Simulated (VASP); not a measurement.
The system is AlGaN.

```
Al Ga N
1.0
     3.44636    0.00000    0.00000
     0.00000    3.44636    0.00000
     0.00000    0.00000    3.84492
Al Ga N
1 1 1
Direct
  0.00000 0.00000 0.00000
  0.50000 0.50000 0.00000
  0.00000 0.00000 0.50000
```

The cell was built from a structure type or drawn by symmetry, and may not be a known phase.

| Item | Value |
| --- | --- |
| Program | VASP 6.6.1 |
| Task | relaxation of cell and atoms |
| Functional | PBE |
| Potentials or basis | VASP PAW PBE potentials, release 64 (Al, Ga_d, N) |
| Cutoff | 600 eV |
| k mesh | 6 × 6 × 4 |
| Occupations | gaussian, width 0.1 eV |
| Spin | no spin polarisation |

At the start: pressure 4.0 GPa; volume 15.22 Å³/atom.

**Question.** How do energy, volume and symmetry change on relaxing?

**Answer.** Over 9 steps the energy falls by 351.7 meV/atom and the volume is 18.41 Å³/atom (+20.9 %); space group P4/mmm (No. 123, to 0.1 Å) before and after.

The path:
| step | energy change (eV) | largest force (eV/Å) | pressure (GPa) | volume (Å³) |
| --- | --- | --- | --- | --- |
| 1 | 0.0000 | 0.0000 | 4.03 | 45.67 |
| 2 | -0.7205 | 0.0000 | 15.69 | 47.43 |
| 3 | -0.8575 | 0.0000 | 9.92 | 47.13 |
| 4 | -0.8567 | 0.0000 | 10.39 | 47.17 |
| 5 | -1.0390 | 0.0000 | -1.51 | 54.69 |
| 6 | -1.0409 | 0.0000 | -0.57 | 53.87 |
| 7 | -1.0541 | 0.0000 | 0.63 | 54.77 |
| 8 | -1.0544 | 0.0000 | 0.49 | 54.67 |
| 9 | -1.0550 | 0.0000 | -0.07 | 55.22 |

Final structure:
```
Al Ga N
1.0
     3.96280    0.00000    0.00000
     0.00000    3.96280    0.00000
     0.00000    0.00000    3.51665
Al Ga N
1 1 1
Cartesian
  3.9628 0.0000 3.5167
  1.9814 1.9814 0.0000
  3.9628 0.0000 1.7583
```

Caveat: the k points lie up to 0.45 Å⁻¹ apart in the final cell, too coarse for converged energies and pressures of a metal; the volume moved by over 15 % at a fixed basis, so the end points are rough.
